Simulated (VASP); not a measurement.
Write the native input for VASP 6.6.1 that does the following.

| Property | Result |
| --- | --- |
| Task | single point |
| Functional | PBE |
| Potentials or basis | VASP PAW PBE potentials, release 64 (Ga_d, Sb) |
| Cutoff | 520 eV |
| k mesh | 1 × 1 × 1 |
| Occupations | gaussian, width 0.05 eV |
| Spin | no spin polarisation |
| Dipole correction | no |
| Further INCAR settings | LREAL = Auto; ALGO = Normal; EDIFF = 1e-07; NBANDS = 276 |

The structure of GaSb lies in POSCAR:

```
GaSb
1.0
    0.0000000000      9.1770000000      9.1770000000
    9.1770000000      0.0000000000      9.1770000000
    9.1770000000      9.1770000000      0.0000000000
Ga Sb
27 27
Direct
    0.0000000000      0.0000000000      0.0000000000
    0.0000000000      0.0000000000      0.3333330000
    0.0000000000      0.0000000000      0.6666670000
    0.0000000000      0.3333330000      0.0000000000
    0.0000000000      0.3333330000      0.3333330000
    0.0000000000      0.3333330000      0.6666670000
    0.0000000000      0.6666670000      0.0000000000
    0.0000000000      0.6666670000      0.3333330000
    0.0000000000      0.6666670000      0.6666670000
    0.3333330000      0.0000000000      0.0000000000
    0.3333330000      0.0000000000      0.3333330000
    0.3333330000      0.0000000000      0.6666670000
    0.3333330000      0.3333330000      0.0000000000
    0.3333330000      0.3333330000      0.3333330000
    0.3333330000      0.3333330000      0.6666670000
    0.3333330000      0.6666670000      0.0000000000
    0.3333330000      0.6666670000      0.3333330000
    0.3333330000      0.6666670000      0.6666670000
    0.6666670000      0.0000000000      0.0000000000
    0.6666670000      0.0000000000      0.3333330000
    0.6666670000      0.0000000000      0.6666670000
    0.6666670000      0.3333330000      0.0000000000
    0.6666670000      0.3333330000      0.3333330000
    0.6666670000      0.3333330000      0.6666670000
    0.6666670000      0.6666670000      0.0000000000
    0.6666670000      0.6666670000      0.3333330000
    0.6666670000      0.6666670000      0.6666670000
    0.0833330000      0.0833330000      0.0833330000
    0.0833330000      0.0833330000      0.4166670000
    0.0833330000      0.0833330000      0.7500000000
    0.0833330000      0.4166670000      0.0833330000
    0.0833330000      0.4166670000      0.4166670000
    0.0833330000      0.4166670000      0.7500000000
    0.0833330000      0.7500000000      0.0833330000
    0.0833330000      0.7500000000      0.4166670000
    0.0833330000      0.7500000000      0.7500000000
    0.4166670000      0.0833330000      0.0833330000
    0.4166670000      0.0833330000      0.4166670000
    0.4166670000      0.0833330000      0.7500000000
    0.4166670000      0.4166670000      0.0833330000
    0.4166670000      0.4166670000      0.4166670000
    0.4166670000      0.4166670000      0.7500000000
    0.4166670000      0.7500000000      0.0833330000
    0.4166670000      0.7500000000      0.4166670000
    0.4166670000      0.7500000000      0.7500000000
    0.7500000000      0.0833330000      0.0833330000
    0.7500000000      0.0833330000      0.4166670000
    0.7500000000      0.0833330000      0.7500000000
    0.7500000000      0.4166670000      0.0833330000
    0.7500000000      0.4166670000      0.4166670000
    0.7500000000      0.4166670000      0.7500000000
    0.7500000000      0.7500000000      0.0833330000
    0.7500000000      0.7500000000      0.4166670000
    0.7500000000      0.7500000000      0.7500000000
```

One way to write it, as run:

INCAR

```
SYSTEM = GaSb
PREC = Accurate
ENCUT = 520
EDIFF = 1E-7
ISMEAR = 0
SIGMA = 0.05
LREAL = Auto
LASPH = .True.
NELM = 80
ALGO = Normal
ISIF = 2
LWAVE = .False.
LCHARG = .False.
GGA = PE
NBANDS = 276
```

KPOINTS

```
regular mesh
0
Gamma
  1 1 1
  0 0 0
```

Potentials or basis: VASP PAW PBE potentials, release 64 (Ga_d, Sb).

The run is started by

```sh
$ cat potpaw_PBE.64/Ga_d/POTCAR potpaw_PBE.64/Sb/POTCAR > POTCAR
$ mpirun -np 1 vasp_gam > vasp.out
```

It gave:

```json
{
 "Pressure": "4.1 GPa"
}
```

Caveat: the k points lie up to 0.59 Å⁻¹ apart.

Run time: 14 min on 1 thread of Oxide Virtual Turin-like Processor, on a shared host, peak memory 1.6 GiB.
